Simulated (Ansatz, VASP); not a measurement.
# One calculation of TaAs, two programs

```xyz
8
Lattice="3.4629 0.0000 0.0000 0.0000 3.4629 0.0000 0.0000 0.0000 25.7694" Properties=species:S:1:pos:R:3 pbc="T T T"
As    0.0000    0.0000    7.5196
As    1.7314    0.0000   10.4553
As    1.7314    1.7314   13.3819
As    0.0000    1.7314   16.3452
Ta    0.0000    1.7314    9.4437
Ta    0.0000    0.0000   12.4201
Ta    1.7314    0.0000   15.3342
Ta    1.7314    1.7314   18.1777
```

Alike in both runs: functional PBE; k mesh 10 × 10 × 1; occupations gaussian, width 0.1 eV; no spin polarisation.

Ansatz relaxed the structure, and its values are those at the end. VASP's run is a single point on that final structure, the one shown.

|  | VASP | Ansatz |
| --- | --- | --- |
| version | VASP 6.6.1 | Ansatz 0.2.0 |
| potentials or method | VASP PAW PBE potentials, release 64 (As, Ta_pv), cutoff 520 eV | scalar-relativistic, plane waves, PAW |
| valence electrons in the cell | 64 | 112 |

```csv
,VASP,Ansatz,Ansatz less VASP
gap on the k mesh at the Fermi level (eV),none,none,-
rms of the force components (eV/Å),0.009,0.006,-0.0038
"work function, face that differs most (eV)",5.30,5.30,+0.004
```

A gap of «none» marks a metal or a gap that the smearing closes. With one functional, cell and mesh, what is left measures potentials, basis and numerics. VASP's potentials hold 64 valence electrons a cell and Ansatz's 112, so a difference there can come from the potentials and not from the codes. Ansatz's warnings: xc potential rough in thin density.

Spin-orbit coupling is off throughout.
